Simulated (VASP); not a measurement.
# CdH2 (P4/mmm) in VASP: notebook

CdH2 is run at these levels: PBE; tasks: single point, relaxation of cell and atoms.

All numbers are computed with VASP 6.6.1; they aren't measurements. Logs are shortened: lines on timing, memory, paths and dates and some standing lists are left out, and cuts for length are marked.

**1. The cell of the first run**

It takes space group P4/mmm (No. 123, tetragonal). The conventional cell has a = 3.164 Å, b = 3.164 Å, c = 3.708 Å, α = 90.00°, β = 90.00°, γ = 90.00°. Within 2.5 Å of Cd (site symmetry 4/mmm) lie 6 H at 1.85 to 2.24 Å. H (site symmetry 4/mmm) has 4 Cd at 2.24 Å and 8 H at 2.91 Å within 3.0 Å. Within 2.5 Å of H (site symmetry 4/mmm) lie 2 Cd at 1.85 Å.

**2. Single point, PBE**

File INCAR:

```
SYSTEM = CdH2
ALGO = Fast
EDIFF = 1E-6
ENCUT = 520
GGA = PE
ISIF = 2
ISMEAR = 0
LASPH = .TRUE.
LCHARG = .FALSE.
LREAL = .FALSE.
LWAVE = .FALSE.
NBANDS = 14
NELM = 60
PREC = Accurate
SIGMA = 0.1
```

File KPOINTS:

```
k-points
0
G
  14 14 12
  0 0 0
```

File POSCAR:

```
CdH2
1.0
    3.1636261329      0.0000000000      0.0000000000
    0.0000000000      3.1636261329      0.0000000000
    0.0000000000      0.0000000000      3.7080452271
Cd H
1 2
Direct
    0.5000000000      0.5000000000      0.0000000000
    0.0000000000      0.0000000000      0.0000000000
    0.5000000000      0.5000000000      0.5000000000
```

Potentials or basis: VASP PAW PBE potentials, release 64 (Cd, H).

Launch:

```bash
$ cat potpaw_PBE.64/Cd/POTCAR potpaw_PBE.64/H/POTCAR > POTCAR
$ mpirun -np 1 vasp_std > vasp.out
```

OUTCAR:

```text
SYSTEM = CdH2
   EDIFF = 1E-6
   ENCUT = 520
   GGA = PE
   ISIF = 2
   ISMEAR = 0
   LASPH = .TRUE.
   LREAL = .FALSE.
   NELM = 60
   PREC = Accurate

 ion  position               nearest neighbor table
   1  0.500  0.500  0.000-   3 1.85   3 1.85   2 2.24   2 2.24   2 2.24   2 2.24
   2  0.000  0.000  0.000-   1 2.24   1 2.24   1 2.24   1 2.24
   3  0.500  0.500  0.500-   1 1.85   1 1.85

  LATTYP: Found a simple tetragonal cell.
 ALAT       =     3.1636261329
 C/A-ratio  =     1.1720870518

  Lattice vectors:

 A1 = (   3.1636261329,   0.0000000000,   0.0000000000)
 A2 = (   0.0000000000,   3.1636261329,   0.0000000000)
 A3 = (   0.0000000000,   0.0000000000,   3.7080452271)

Analysis of symmetry for initial positions (statically):
=====================================================================
 Subroutine PRICEL returns:
 Original cell was already a primitive cell.

 Routine SETGRP: Setting up the symmetry group for a
 simple tetragonal supercell.

 Subroutine GETGRP returns: Found 16 space group operations
 (whereof 16 operations were pure point group operations)
 out of a pool of 16 trial point group operations.

The static configuration has the point symmetry D_4h.

Analysis of symmetry for dynamics (positions and initial velocities):
=====================================================================
 Subroutine PRICEL returns:
 Original cell was already a primitive cell.

 Routine SETGRP: Setting up the symmetry group for a
 simple tetragonal supercell.

 Subroutine GETGRP returns: Found 16 space group operations
 (whereof 16 operations were pure point group operations)
 out of a pool of 16 trial point group operations.

The dynamic configuration has the point symmetry D_4h.

 Subroutine INISYM returns: Found 16 space group operations
 (whereof 16 operations are pure point group operations),
 and found     1 'primitive' translations

----------------------------------------------------------------------------------------

                                     Primitive cell

  volume of cell :      37.1121

  direct lattice vectors                    reciprocal lattice vectors
     3.163626133  0.000000000  0.000000000     0.316092976  0.000000000  0.000000000
     0.000000000  3.163626133  0.000000000     0.000000000  0.316092976  0.000000000
     0.000000000  0.000000000  3.708045227     0.000000000  0.000000000  0.269683874

  length of vectors
     3.163626133  3.163626133  3.708045227     0.316092976  0.316092976  0.269683874

  position of ions in fractional coordinates (direct lattice)
     0.500000000  0.500000000  0.000000000
     0.000000000  0.000000000  0.000000000
     0.500000000  0.500000000  0.500000000

  ion indices of the primitive-cell ions
   primitive index   ion index
                 1           1
                 2           2
                 3           3

----------------------------------------------------------------------------------------

 KPOINTS: k-points

Automatic generation of k-mesh.
 Grid dimensions read from file:
 generate k-points for:   14   14   12

 Generating k-lattice:

  Cartesian coordinates                     Fractional coordinates (reciprocal lattice)
     0.022578070  0.000000000  0.000000000     0.071428571  0.000000000  0.000000000
     0.000000000  0.022578070  0.000000000     0.000000000  0.071428571  0.000000000
     0.000000000  0.000000000  0.022473656     0.000000000  0.000000000  0.083333333

  Length of vectors
     0.022578070  0.022578070  0.022473656

  Shift w.r.t. Gamma in fractional coordinates (k-lattice)
     0.000000000  0.000000000  0.000000000

 Subroutine IBZKPT returns following result:
 ===========================================

 Found    252 irreducible k-points:

 Following reciprocal coordinates:
            Coordinates               Weight
  0.000000  0.000000  0.000000      1.000000
  0.071429  0.000000  0.000000      4.000000
  0.142857  0.000000  0.000000      4.000000
  0.214286  0.000000  0.000000      4.000000
  0.285714  0.000000  0.000000      4.000000
  0.357143  0.000000  0.000000      4.000000
[... 16 lines left out ...]
  0.285714  0.214286  0.000000      8.000000
  0.357143  0.214286  0.000000      8.000000
 [... further k-points ...]
   k-points           NKPTS =    252   k-points in BZ     NKDIM =    252   number of bands    NBANDS=     14
   number of dos      NEDOS =    301   number of ions     NIONS =      3
   total plane-waves  NPLWV =  16128
   dimension x,y,z NGX =    24 NGY =   24 NGZ =   28
   dimension x,y,z NGXF=    48 NGYF=   48 NGZF=   56
   ions per type =               1   2
   NGX,Y,Z   is equivalent  to a cutoff of  12.61, 12.61, 12.55 a.u.
   NGXF,Y,Z  is equivalent  to a cutoff of  25.22, 25.22, 25.11 a.u.
 SYSTEM =  CdH2
   PREC   = accura    normal or accurate (medium, high low for compatibility)
   ISTART =      0    job   : 0-new  1-cont  2-samecut
   ICHARG =      2    charge: 1-file 2-atom 10-const
   ISPIN  =      1    spin polarized calculation?
   LNONCOLLINEAR =      F non collinear calculations
   LSORBIT =      F    spin-orbit coupling
   LASPH  =      T    aspherical Exc in radial PAW
   ENCUT  =  520.0 eV  38.22 Ry    6.18 a.u.   5.88  5.88  6.89*2*pi/ulx,y,z
   NELM   =     60;   NELMIN=  2; NELMDL= -5     # of ELM steps
   EDIFF  = 0.1E-05   stopping-criterion for ELM
   LREAL  =      F    real-space projection
   EDIFFG = 0.1E-04   stopping-criterion for IOM
   NSW    =      0    number of steps for IOM
   IBRION =     -1    ionic relax: 0-MD 1-quasi-New 2-CG
   NFREE  =      0    steps in history (QN), initial steepest desc. (CG)
   ISIF   =      2    stress and relaxation
   ISYM   =      2    0-nonsym 1-usesym 2-fastsym
   POTIM  = 0.5000    time-step for ionic-motion
   TEBEG  =    0.0;   TEEND  =   0.0 temperature during run
   PSTRESS=    0.0 pullay stress
   NELECT =      14.0000    total number of electrons
   NUPDOWN=      -1.0000    fix difference up-down
   EMIN   =  10.00;   EMAX   =-10.00  energy-range for DOS
   EFERMI =   0.00;   METHOD = LEGACY
   ISMEAR =     0;   SIGMA  =   0.10  broadening in eV -4-tet -1-fermi 0-gaus
   EFERMI_NEDOS =   21; number of points for ismear=-14 and -15
   IALGO  =     68    algorithm
   IMIX   =      4    mixing-type and parameters
     AMIX     =   0.40;   BMIX     =  1.00
     AMIX_MAG =   1.60;   BMIX_MAG =  1.00
  volume/ion in A,a.u.               =      12.37        83.48
  Fermi-wavevector in a.u.,A,eV,Ry     =   1.182894  2.235345 19.037783  1.399238
  Thomas-Fermi vector in A             =   2.319139
   LORBIT       =      0    0 simple, 1 ext, 2 COOP (PROOUT), +10 PAW based schemes
   GGA     = PE    functional components
   LHFCALC =     F    Hartree Fock is set to
   AEXX    =    0.0000 exact exchange contribution
   IVDW    =     0    specifies the selected vdW correction
   LEPSILON=     F    determine dielectric tensor
   LRPA    =     F    only Hartree local field effects (RPA)
 non-spin polarized calculation
 RMM-DIIS sequential band-by-band and
 Gauss-broadening in eV      SIGMA  =   0.10
  energy-cutoff  :      520.00
  volume of cell :       37.11
 maximum number of plane-waves:      1024
 NGX is ok and might be reduce to    24
   NGX = 11   NGY = 11   NGZ = 13

 number of electron      14.0000009 magnetization

 Free energy of the ion-electron system (eV)
  ---------------------------------------------------
  ext. energy  EPLUGINS =         0.00000000
  ---------------------------------------------------
  free energy    TOTEN  =        -6.42407890 eV

  energy without entropy =       -6.42335254  energy(sigma->0) =       -6.42371572

 E-fermi :   0.4592     XC(G=0):  -9.2384

 val. band max:        0.3827606949   @ k =   0.4286   0.0714   0.4167
 cond. band min:       0.5483432824   @ k =   0.5000   0.2143   0.4167
 fundamental gap:      0.1655825875
 Fermi energy:         0.4591987789

 k-point     1 :       0.0000    0.0000    0.0000
  band No.  band energies     occupation
      1      -9.2163      2.00000
      2      -8.6182      2.00000
      3      -8.1147      2.00000
      4      -7.7806      2.00000
      5      -7.7806      2.00000
      6      -7.7244      2.00000
      7       1.5682      0.00000
      8       4.9739      0.00000
      9       8.7306      0.00000
     10       8.7306      0.00000
     11       9.8001      0.00000
     12      12.2033      0.00000
     13      12.6662      0.00000
     14      19.1434      0.00000

 k-point     2 :       0.0714    0.0000    0.0000
  band No.  band energies     occupation
      1      -9.2052      2.00000
      2      -8.5965      2.00000
      3      -8.0335      2.00000
      4      -7.7973      2.00000
      5      -7.7791      2.00000
      6      -7.7400      2.00000
      7       1.4527      0.00000
      8       5.0685      0.00000
      9       7.8869      0.00000
     10       8.8344      0.00000
     11      10.2221      0.00000
     12      12.0621      0.00000
     13      13.3018      0.00000
     14      18.6737      0.00000

 k-point     3 :       0.1429    0.0000    0.0000
  band No.  band energies     occupation
      1      -9.1760      2.00000
      2      -8.5409      2.00000
      3      -7.8439      2.00000
      4      -7.7834      2.00000
      5      -7.7822      2.00000
      6      -7.7751      2.00000
      7       1.0707      0.00000
      8       5.3467      0.00000
      9       6.8184      0.00000
     10       9.1400      0.00000
     11      10.2425      0.00000
     12      11.8124      0.00000
     13      14.9342      0.00000
     14      17.2599      0.00000
[... 324 lines left out ...]
 k-point    23 :       0.2857    0.2143    0.0000
  band No.  band energies     occupation
      1      -9.0283      2.00000
      2      -8.2935      2.00000
      3      -8.1211      2.00000
      4      -7.9641      2.00000
      5      -7.8830      2.00000
      6      -5.8920      2.00000
      7      -0.2796      2.00000
      8       4.3796      0.00000
      9       7.1719      0.00000
     10       7.5508      0.00000
     11       8.5087      0.00000
     12      13.9980      0.00000
     13      14.5855      0.00000
     14      15.6806      0.00000

 k-point    24 :       0.3571    0.2143    0.0000
  band No.  band energies     occupation
      1      -8.9948      2.00000
      2      -8.3886      2.00000
      3      -8.0265      2.00000
      4      -8.0243      2.00000
      5      -7.8754      2.00000
      6      -5.1385      2.00000
      7      -1.1190      2.00000
      8       4.3707      0.00000
      9       6.9654      0.00000
     10       7.8280      0.00000
     11       8.7389      0.00000
     12      12.6793      0.00000
     13      13.4535      0.00000
     14      16.0488      0.00000

 [... further k-points ...]
[... 5 lines left out ...]
  --------------------------------------------------------------------------------------
  -------------------------------------------------------------------------------------
  Total        0.0372786      0.0372786      0.1292365      0.0000000      0.0000000      0.0000000
  in kB        1.6093656      1.6093656      5.5793089      0.0000000      0.0000000      0.0000000
  external PRESSURE =       2.9326800 kB  Pullay stress =       0.0000000 kB

 VOLUME and BASIS-vectors are now :
 -----------------------------------------------------------------------------
  energy-cutoff  :      520.00
  volume of cell :       37.11
      direct lattice vectors                 reciprocal lattice vectors
     3.163626133  0.000000000  0.000000000     0.316092976  0.000000000  0.000000000
     0.000000000  3.163626133  0.000000000     0.000000000  0.316092976  0.000000000
     0.000000000  0.000000000  3.708045227     0.000000000  0.000000000  0.269683874

 POSITION                                       TOTAL-FORCE (eV/Angst)
 -----------------------------------------------------------------------------------
      1.58181      1.58181      0.00000         0.000000      0.000000      0.000000
      0.00000      0.00000      0.00000         0.000000      0.000000      0.000000
      1.58181      1.58181      1.85402         0.000000      0.000000      0.000000
 -----------------------------------------------------------------------------------
    total drift:                                0.000000     -0.000000     -0.000000

  FREE ENERGIE OF THE ION-ELECTRON SYSTEM (eV)
  ---------------------------------------------------
  free  energy   TOTEN  =        -6.4240789044 eV

  energy  without entropy=       -6.4233525359  energy(sigma->0) =       -6.42371572
```

Wall time 59 s (1 thread of Oxide Virtual Turin-like, shared host); peak memory 0.21 GiB.

Results:

```
Free energy            : -6.4241 eV
Pressure               : 0.3 GPa
Band gap on the k mesh : zero (bands 7 and 8 overlap by 1.92 eV)
```

Stress tensor (GPa, compression positive):
```
0.16 0.00 0.00
0.00 0.16 0.00
0.00 0.00 0.56
```

**3. Relaxation of cell and atoms, PBE**

This run uses another cell than the first one, of 12.30 Å³/atom.

File INCAR:

```
SYSTEM = CdH2
PREC = Accurate
ENCUT = 600
EDIFF = 1E-6
ISMEAR = 0
SIGMA = 0.1
LREAL = .False.
LASPH = .True.
NELM = 60
ALGO = Fast
ISIF = 3
LWAVE = .False.
LCHARG = .False.
GGA = PE
IBRION = 2
NSW = 100
EDIFFG = -0.01
```

File KPOINTS:

```
regular mesh
0
Gamma
  14 14 12
  0 0 0
```

File POSCAR:

```
CdH2
1.0
    3.1528599014      0.0000000000      0.0000000000
    0.0000000000      3.1528599014      0.0000000000
    0.0000000000      0.0000000000      3.7129209798
Cd H
1 2
Direct
    0.5000000000      0.5000000000      0.0000000000
    0.0000000000      0.0000000000      0.0000000000
    0.5000000000      0.5000000000      0.5000000000
```

Potentials or basis: VASP PAW PBE potentials, release 64 (Cd, H).

Launch:

```bash
$ cat potpaw_PBE.64/Cd/POTCAR potpaw_PBE.64/H/POTCAR > POTCAR
$ mpirun -np 1 vasp_std > vasp.out
```

OUTCAR:

```text
SYSTEM = CdH2
   PREC = Accurate
   ENCUT = 600
   EDIFF = 1E-6
   ISMEAR = 0
   LREAL = .False.
   LASPH = .True.
   NELM = 60
   ISIF = 3
   GGA = PE
   IBRION = 2
   NSW = 100
   EDIFFG = -0.01

 ion  position               nearest neighbor table
   1  0.500  0.500  0.000-   3 1.86   3 1.86   2 2.23   2 2.23   2 2.23   2 2.23
   2  0.000  0.000  0.000-   1 2.23   1 2.23   1 2.23   1 2.23
   3  0.500  0.500  0.500-   1 1.86   1 1.86

  LATTYP: Found a simple tetragonal cell.
 ALAT       =     3.1528599014
 C/A-ratio  =     1.1776358912

  Lattice vectors:

 A1 = (   3.1528599014,   0.0000000000,   0.0000000000)
 A2 = (   0.0000000000,   3.1528599014,   0.0000000000)
 A3 = (   0.0000000000,   0.0000000000,   3.7129209798)
[... 376 lines left out ...]

 E-fermi :   0.4265     XC(G=0):  -9.2206

 val. band max:        0.3490461521   @ k =   0.4286   0.0714   0.4167
 cond. band min:       0.5145020132   @ k =   0.5000   0.2143   0.4167
 fundamental gap:      0.1654558611
 Fermi energy:         0.4264666576

 k-point     1 :       0.0000    0.0000    0.0000
  band No.  band energies     occupation
      1      -9.2139      2.00000
      2      -8.6355      2.00000
      3      -8.1155      2.00000
      4      -7.7992      2.00000
      5      -7.7992      2.00000
      6      -7.7442      2.00000
      7       1.5205      0.00000
      8       4.9110      0.00000
      9       8.7152      0.00000
     10       8.7152      0.00000
     11       9.7316      0.00000
[... 309 lines left out ...]
 k-point    24 :       0.3571    0.2143    0.0000
  band No.  band energies     occupation
      1      -8.9893      2.00000
      2      -8.4058      2.00000
      3      -8.0449      2.00000
      4      -8.0426      2.00000
      5      -7.8939      2.00000
      6      -5.1473      2.00000
      7      -1.1381      2.00000
      8       4.3483      0.00000
      9       6.9209      0.00000
     10       7.7598      0.00000
     11       8.6883      0.00000

 [... further k-points ...]
[... 5 lines left out ...]
  --------------------------------------------------------------------------------------
  -------------------------------------------------------------------------------------
  Total        0.0061884      0.0061884     -0.0156733      0.0000000      0.0000000     -0.0000000
  in kB        0.2661227      0.2661227     -0.6740099      0.0000000      0.0000000     -0.0000000
  external PRESSURE =      -0.0472548 kB  Pullay stress =       0.0000000 kB
[... 18 lines left out ...]
  FREE ENERGIE OF THE ION-ELECTRON SYSTEM (eV)
  ---------------------------------------------------
  free  energy   TOTEN  =        -6.4244582197 eV

  energy  without entropy=       -6.4237172971  energy(sigma->0) =       -6.42408776

 reached required accuracy - stopping structural energy minimisation
```

OSZICAR:

```text
N       E                     dE             d eps       ncg     rms          rms(c)
DAV:   1     0.743079144299E+02    0.74308E+02   -0.73642E+03  5544   0.128E+03
DAV:   2    -0.523283427039E+01   -0.79541E+02   -0.76125E+02  5871   0.274E+02
[... 63 lines left out ...]
   9 F= -.64244293E+01 E0= -.64240563E+01  d E =-.506135E-03
       N       E                     dE             d eps       ncg     rms          rms(c)
DAV:   1    -0.642456049477E+01   -0.13166E-03   -0.42830E-03  5706   0.703E-01    0.604E-02
RMM:   2    -0.642448503524E+01    0.75460E-04   -0.80759E-05  5544   0.974E-02    0.271E-02
RMM:   3    -0.642445944463E+01    0.25591E-04   -0.20254E-05  5544   0.431E-02    0.111E-02
RMM:   4    -0.642445821119E+01    0.12334E-05   -0.20543E-06  3904   0.164E-02    0.469E-03
RMM:   5    -0.642445821971E+01   -0.85165E-08   -0.18988E-07  3087   0.516E-03
  10 F= -.64244582E+01 E0= -.64240878E+01  d E =-.288972E-04
```

CONTCAR:

```text
CdH2
   1.00000000000000
     3.1649241592616013    0.0000000000000000   -0.0000000000000000
     0.0000000000000000    3.1649241592616013    0.0000000000000000
     0.0000000000000000    0.0000000000000000    3.7194488921933173
  Cd              H
     1     2
Direct
     0.5000000000000000    0.5000000000000000    0.0000000000000000
     0.0000000000000000    0.0000000000000000    0.0000000000000000
     0.5000000000000000    0.5000000000000000    0.5000000000000000

  0.00000000E+00  0.00000000E+00  0.00000000E+00
  0.00000000E+00  0.00000000E+00  0.00000000E+00
  0.00000000E+00  0.00000000E+00  0.00000000E+00
```

Wall time 6.2 min (1 thread of Oxide Virtual Turin-like, shared host); peak memory 0.24 GiB.

What came out:

- Free energy: -6.4245 eV
- Relaxed volume: 12.42 Å³/atom
- Relaxed cell: a = 3.165 Å, b = 3.165 Å, c = 3.719 Å, α = 90.00°, β = 90.00°, γ = 90.00°
- Space group after relaxing (to 0.1 Å): P4/mmm (No. 123)
- Energy gained by relaxing: 0.2 meV/atom
- Ionic steps: 10
- Pressure after relaxing: 0.0 GPa
- Band gap on the k mesh: zero (bands 7 and 8 overlap by 1.91 eV)

Stress tensor (GPa, compression positive):
```
 0.03  0.00  0.00
 0.00  0.03  0.00
 0.00  0.00 -0.07
```

The path:
```csv
step,energy change (eV),largest force (eV/Å),pressure (GPa),volume (Å³)
1,0.0000,0.0000,0.45,36.91
2,-0.0004,0.0000,0.26,37.09
3,-0.0005,0.0000,-0.08,37.37
4,-0.0005,0.0000,-0.11,37.32
5,-0.0005,0.0000,0.02,37.20
6,-0.0005,0.0000,0.02,37.24
7,-0.0005,0.0000,-0.03,37.28
8,-0.0005,0.0000,-0.03,37.26
9,-0.0005,0.0000,-0.02,37.25
10,-0.0005,0.0000,0.00,37.26
```

Final structure:
```
Cd H
1.0
     3.16492    0.00000    0.00000
     0.00000    3.16492    0.00000
     0.00000    0.00000    3.71945
Cd H
1 2
Cartesian
  1.5825 1.5825 0.0000
  0.0000 0.0000 0.0000
  1.5825 1.5825 1.8597
```

(Continued in part 2 of 2.)

The gap in the log of VASP goes by the Fermi energy; the results here count the filled bands.